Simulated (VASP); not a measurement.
Bi: single point with revPBE

Bi:

```
Bi
1.0
     3.48860   -3.13258    0.00000
     3.48860    3.13258    0.00000
    -1.26023    0.00000    3.11355
Bi
2
Cartesian
  1.5432 0.0000 0.4440
  4.3738 0.0000 2.6695
```

```
Program                : VASP 6.6.1
Task                   : single point
Functional             : revPBE
Potentials or basis    : VASP PAW PBE potentials, release 64 (Bi_d)
Cutoff                 : 500 eV
k mesh                 : 2 × 2 × 3
Occupations            : methfessel-paxton, width 0.0680285 eV
Spin                   : no spin polarisation
Dipole correction      : no
Further INCAR settings : ALGO = Normal; EDIFF = 1e-06; NBANDS = 22; ISYM = 0
```

- Pressure: 3.3 GPa
- Largest force: 0.124 eV/Å
- Band gap on the k mesh: zero (band 15 reaches 9.77 eV, above the bottom of band 16 at 6.00 eV)

Forces on the atoms (eV/Å):
```
Bi   0.109  0.000  0.059
Bi  -0.109  0.000 -0.059
```

Stress tensor (GPa, compression positive):
```
 7.62  0.00  0.04
 0.00 -0.46  0.00
 0.04  0.00  2.70
```

Levels at points of the mesh, in eV from the Fermi level:
| k point | band 12 | band 13 | band 14 | band 15 | band 16 | band 17 | band 18 | band 19 |
| --- | --- | --- | --- | --- | --- | --- | --- | --- |
| (0.00, 0.00, 0.00) | -8.64 | -2.52 | -2.47 | 2.74 | 3.68 | 4.54 | 4.61 | 4.72 |
| (0.50, 0.00, 0.00) | -10.71 | -1.11 | -0.75 | -0.06 | 0.28 | 3.81 | 5.13 | 8.04 |
| (0.00, 0.50, 0.00) | -10.71 | -1.11 | -0.75 | -0.06 | 0.28 | 3.81 | 5.13 | 8.04 |
| (0.50, 0.50, 0.00) | -10.69 | -4.46 | -4.44 | 3.36 | 4.74 | 5.81 | 5.98 | 9.05 |

It took 6.2 s on 1 thread of Intel(R) Xeon(R) Platinum 8488C (Sapphire Rapids), on a shared host, peak memory 0.16 GiB.

Caveat: the k points lie up to 0.70 Å⁻¹ apart; the PAW data sets were made with another functional, which shifts forces and pressure a little; spin-orbit coupling is left out, which moves the levels of the heavy elements.
